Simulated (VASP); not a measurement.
# ZrB (Pm-3m) in VASP: single point with PBEsol

Aim: the single point of ZrB with PBEsol.

Everything below comes from runs of VASP 6.6.1. Logs are shortened: lines on timing, memory, paths and dates and some standing lists are left out, and cuts for length are marked.

## (1) The cell of the first run

The structure is cubic, space group Pm-3m (No. 221). Conventional cell: a = 2.929 Å, b = 2.929 Å, c = 2.929 Å, α = 90.00°, β = 90.00°, γ = 90.00°. Zr (site symmetry m-3m) has 8 B at 2.54 Å and 6 Zr at 2.93 Å within 3.3 Å. Within 3.3 Å of B (site symmetry m-3m) lie 8 Zr at 2.54 Å and 6 B at 2.93 Å.

## (2) Single point, PBEsol

File INCAR:

```
SYSTEM = ZrB
ALGO = Normal ; EDIFF = 1E-6
ENCUT = 520 ; GGA = PS
ISIF = 2 ; ISMEAR = 0
LASPH = .True. ; LCHARG = .False.
LREAL = .False. ; LWAVE = .False.
NBANDS = 14 ; NELM = 60
PREC = Accurate ; SIGMA = 0.15
```

File KPOINTS:

```
k-points
0
Gamma
  20 20 20
  0 0 0
```

File POSCAR:

```
ZrB
1.0
   -0.9764388137      1.9528776273      1.9528776273
    1.9528776273     -0.9764388137      1.9528776273
    1.9528776273      1.9528776273     -0.9764388137
Zr B
1 1
Direct
    0.0000000000      0.0000000000      0.0000000000
    0.5000000000      0.5000000000      0.5000000000
```

Potentials or basis: VASP PAW PBE potentials, release 64 (Zr_sv, B).

The run is started by

```bash
> cat potpaw_PBE.64/Zr_sv/POTCAR potpaw_PBE.64/B/POTCAR > POTCAR
> mpirun -np 1 vasp_std > vasp.out
```

OUTCAR:

```text
SYSTEM = ZrB
   EDIFF = 1E-6
   ENCUT = 520
   GGA = PS
   ISIF = 2
   ISMEAR = 0
   LASPH = .True.
   LREAL = .False.
   NELM = 60
   PREC = Accurate

 ion  position               nearest neighbor table
   1  0.000  0.000  0.000-   2 2.54   2 2.54   2 2.54   2 2.54   2 2.54   2 2.54   2 2.54   2 2.54

   2  0.500  0.500  0.500-   1 2.54   1 2.54   1 2.54   1 2.54   1 2.54   1 2.54   1 2.54   1 2.54

  LATTYP: Found a simple cubic cell.
 ALAT       =     2.9293164410

  Lattice vectors:

 A1 = (  -0.9764388137,   1.9528776273,   1.9528776273)
 A2 = (   1.9528776273,  -0.9764388137,   1.9528776273)
 A3 = (   1.9528776273,   1.9528776273,  -0.9764388137)

Analysis of symmetry for initial positions (statically):
=====================================================================
 Subroutine PRICEL returns:
 Original cell was already a primitive cell.

 Routine SETGRP: Setting up the symmetry group for a
 simple cubic supercell.

 Subroutine GETGRP returns: Found 48 space group operations
 (whereof 48 operations were pure point group operations)
 out of a pool of 48 trial point group operations.

The static configuration has the point symmetry O_h .

Analysis of symmetry for dynamics (positions and initial velocities):
=====================================================================
 Subroutine PRICEL returns:
 Original cell was already a primitive cell.

 Routine SETGRP: Setting up the symmetry group for a
 simple cubic supercell.

 Subroutine GETGRP returns: Found 48 space group operations
 (whereof 48 operations were pure point group operations)
 out of a pool of 48 trial point group operations.

The dynamic configuration has the point symmetry O_h .

 Subroutine INISYM returns: Found 48 space group operations
 (whereof 48 operations are pure point group operations),
 and found     1 'primitive' translations

----------------------------------------------------------------------------------------

                                     Primitive cell

  volume of cell :      25.1362

  direct lattice vectors                    reciprocal lattice vectors
    -0.976438814  1.952877627  1.952877627    -0.113792190  0.227584380  0.227584380
     1.952877627 -0.976438814  1.952877627     0.227584380 -0.113792190  0.227584380
     1.952877627  1.952877627 -0.976438814     0.227584380  0.227584380 -0.113792190

  length of vectors
     2.929316441  2.929316441  2.929316441     0.341376570  0.341376570  0.341376570

  position of ions in fractional coordinates (direct lattice)
     0.000000000  0.000000000  0.000000000
     0.500000000  0.500000000  0.500000000

  ion indices of the primitive-cell ions
[... 83 lines left out ...]
   POTIM  = 0.5000    time-step for ionic-motion
   TEBEG  =    0.0;   TEEND  =   0.0 temperature during run
   PSTRESS=    0.0 pullay stress
   NELECT =      15.0000    total number of electrons
   NUPDOWN=      -1.0000    fix difference up-down
   EMIN   =  10.00;   EMAX   =-10.00  energy-range for DOS
   EFERMI =   0.00;   METHOD = LEGACY
   ISMEAR =     0;   SIGMA  =   0.15  broadening in eV -4-tet -1-fermi 0-gaus
   EFERMI_NEDOS =   21; number of points for ismear=-14 and -15
   IALGO  =     38    algorithm
   IMIX   =      4    mixing-type and parameters
     AMIX     =   0.40;   BMIX     =  1.00
     AMIX_MAG =   1.60;   BMIX_MAG =  1.00
  volume/ion in A,a.u.               =      12.57        84.81
  Fermi-wavevector in a.u.,A,eV,Ry     =   1.378285  2.604581 25.846565  1.899669
  Thomas-Fermi vector in A             =   2.503360
   LORBIT       =      0    0 simple, 1 ext, 2 COOP (PROOUT), +10 PAW based schemes
   GGA     = PS    functional components
   LHFCALC =     F    Hartree Fock is set to
   AEXX    =    0.0000 exact exchange contribution
   IVDW    =     0    specifies the selected vdW correction
   LEPSILON=     F    determine dielectric tensor
   LRPA    =     F    only Hartree local field effects (RPA)
 non-spin polarized calculation
 Gauss-broadening in eV      SIGMA  =   0.15
  energy-cutoff  :      520.00
  volume of cell :       25.14
 maximum number of plane-waves:       699
 NGX is ok and might be reduce to    24
   NGX = 11   NGY = 11   NGZ = 11

 number of electron      15.0000000 magnetization

 Free energy of the ion-electron system (eV)
  ---------------------------------------------------
  ext. energy  EPLUGINS =         0.00000000
  ---------------------------------------------------
  free energy    TOTEN  =       -15.89429571 eV

  energy without entropy =      -15.86504538  energy(sigma->0) =      -15.87967055

 E-fermi :  10.6238     XC(G=0): -12.4025

 val. band max:       10.6230351187   @ k =   0.3500   0.1000   0.0500
 cond. band min:      10.6245780569   @ k =   0.4000   0.2500   0.0000
 fundamental gap:      0.0015429382
 Fermi energy:        10.6238423804

 k-point     1 :       0.0000    0.0000    0.0000
  band No.  band energies     occupation
      1     -37.7872      2.00000
      2     -15.3464      2.00000
      3     -15.3464      2.00000
      4     -15.3464      2.00000
      5       0.4475      2.00000
      6       8.3064      2.00000
      7       8.3064      2.00000
      8      13.1776      0.00000
      9      13.1776      0.00000
     10      13.1776      0.00000
     11      15.6167      0.00000
     12      15.6167      0.00000
     13      15.6167      0.00000
     14      22.5708      0.00000
[... 377 lines left out ...]
      1     -37.7239      2.00000
      2     -15.8080      2.00000
      3     -15.4310      2.00000
      4     -15.2884      2.00000
      5       1.4792      2.00000
      6       8.2142      2.00000
      7       8.6997      2.00000
      8      11.1007      0.00001
      9      11.6098      0.00000
     10      13.6144      0.00000
     11      15.1732      0.00000
     12      17.1257      0.00000
     13      17.8222      0.00000
     14      22.9939      0.00000

 [... further k-points ...]
[... 5 lines left out ...]
  --------------------------------------------------------------------------------------
  -------------------------------------------------------------------------------------
  Total        2.0061680      2.0061680      2.0061680     -0.0000000     -0.0000000     -0.0000000
  in kB      127.8730496    127.8730496    127.8730496     -0.0000000     -0.0000000     -0.0000000
  external PRESSURE =     127.8730496 kB  Pullay stress =       0.0000000 kB

 VOLUME and BASIS-vectors are now :
 -----------------------------------------------------------------------------
  energy-cutoff  :      520.00
  volume of cell :       25.14
      direct lattice vectors                 reciprocal lattice vectors
    -0.976438814  1.952877627  1.952877627    -0.113792190  0.227584380  0.227584380
     1.952877627 -0.976438814  1.952877627     0.227584380 -0.113792190  0.227584380
     1.952877627  1.952877627 -0.976438814     0.227584380  0.227584380 -0.113792190

 POSITION                                       TOTAL-FORCE (eV/Angst)
 -----------------------------------------------------------------------------------
      0.00000      0.00000      0.00000        -0.000000     -0.000000     -0.000000
      1.46466      1.46466      1.46466         0.000000      0.000000      0.000000
 -----------------------------------------------------------------------------------
    total drift:                                0.000000      0.000000      0.000000

  FREE ENERGIE OF THE ION-ELECTRON SYSTEM (eV)
  ---------------------------------------------------
  free  energy   TOTEN  =       -15.8942957122 eV

  energy  without entropy=      -15.8650453799  energy(sigma->0) =      -15.87967055
```

OSZICAR:

```text
N       E                     dE             d eps       ncg     rms          rms(c)
DAV:   1     0.944713464354E+02    0.94471E+02   -0.78820E+03  8032   0.104E+03
DAV:   2    -0.138998758851E+02   -0.10837E+03   -0.10318E+03  9964   0.284E+02
DAV:   3    -0.173933417044E+02   -0.34935E+01   -0.34394E+01 12132   0.432E+01
DAV:   4    -0.174479447456E+02   -0.54603E-01   -0.54568E-01  9456   0.527E+00
DAV:   5    -0.174492468948E+02   -0.13021E-02   -0.13020E-02 11884   0.571E-01    0.196E+01
DAV:   6    -0.159205196091E+02    0.15287E+01   -0.26177E+00  8824   0.147E+01    0.784E+00
DAV:   7    -0.158961625839E+02    0.24357E-01   -0.19835E-01  9916   0.334E+00    0.531E+00
DAV:   8    -0.158961287794E+02    0.33804E-04   -0.42535E-02 10788   0.163E+00    0.732E-01
DAV:   9    -0.158943402687E+02    0.17885E-02   -0.66272E-03  9346   0.453E-01    0.296E-01
DAV:  10    -0.158943043348E+02    0.35934E-04   -0.78869E-04  9058   0.296E-01    0.432E-02
DAV:  11    -0.158942963133E+02    0.80214E-05   -0.29312E-05 10768   0.507E-02    0.420E-03
DAV:  12    -0.158942957122E+02    0.60113E-06   -0.52439E-07  6736   0.765E-03
   1 F= -.15894296E+02 E0= -.15879671E+02  d E =-.292503E-01
```

stdout:

```text
POSCAR found type information on POSCAR ZrB
 POSCAR found :  2 types and       2 ions
 scaLAPACK will be used
 -----------------------------------------------------------------------------
|                                                                             |
|                                                                             |
|     You enforced a specific xc type in the INCAR file but a different       |
|     I HOPE YOU KNOW WHAT YOU ARE DOING!                                     |
|                                                                             |
 -----------------------------------------------------------------------------

 LDA part: xc-table for (Slater+PW92), standard interpolation
 POSCAR, INCAR and KPOINTS ok, starting setup
 FFT: planning ... GRIDC
 FFT: planning ... GRID_SOFT
 FFT: planning ... GRID
 WAVECAR not read
 entering main loop
```

Wall time 40 s (1 thread of AMD EPYC 9R45 (Zen 5), shared host); peak memory 0.19 GiB.

Results:

* Free energy: -15.8943 eV
* Pressure: 12.8 GPa
* Band gap on the k mesh: zero (an odd number of electrons rules out a gap without spin polarisation)

Caveat: the cell stands under pressure; the PAW data sets were made with another functional, which shifts forces and pressure a little.
